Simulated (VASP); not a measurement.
Runs of VASP 6.6.1 on Ni. The structure is that of space group P6_3/mmc (No. 194), or close to it. The cells are those of the table. This isn't the form of Ni at room conditions, which is fcc.

```csv
task,cell,gap on the mesh (eV),pressure (GPa),moment (μB)
electric field gradients,"a = 2.506, b = 2.506, c = 4.119 Å, angles 90.0, 90.0, 120.0°, 2 atoms",none,(a),1.30
single point,"a = 2.485, b = 2.485, c = 4.085 Å, angles 90.0, 90.0, 120.0°, 2 atoms",none,-0.1,1.29
electric field gradients,"a = 2.443, b = 2.443, c = 4.016 Å, angles 90.0, 90.0, 120.0°, 2 atoms",none,11.3,1.28
electric field gradients,"a = 2.464, b = 2.464, c = 4.051 Å, angles 90.0, 90.0, 120.0°, 2 atoms",none,5.2,1.29
electric field gradients,"a = 2.485, b = 2.485, c = 4.085 Å, angles 90.0, 90.0, 120.0°, 2 atoms",none,0.0,1.29
electric field gradients,"a = 2.526, b = 2.526, c = 4.152 Å, angles 90.0, 90.0, 120.0°, 2 atoms",none,-8.4,1.30
single point,"a = 2.464, b = 2.464, c = 4.051 Å, angles 90.0, 90.0, 120.0°, 2 atoms",none,5.2,1.29
single point,"a = 2.526, b = 2.526, c = 4.152 Å, angles 90.0, 90.0, 120.0°, 2 atoms",none,(b),1.31
single point,"a = 2.443, b = 2.443, c = 4.016 Å, angles 90.0, 90.0, 120.0°, 2 atoms",none,11.3,1.28
single point,"a = 2.506, b = 2.506, c = 4.119 Å, angles 90.0, 90.0, 120.0°, 2 atoms",none,-4.6,1.30
```

Alike in all rows: level PBE; potentials or basis VASP PAW PBE potentials, release 64 (Ni); spin collinear, ferromagnetic start; k mesh 15 × 15 × 8; cutoff (eV) 520; smearing fermi-dirac 0.05 eV.

**Question.** Fill in the values left out.

**Answer.** (a) -4.5; (b) -8.5.

Caveats: the cell stands under tension (at least some runs); the cell stands under pressure (at least some runs).

A gap of «none» marks levels without a gap at the run's occupations.
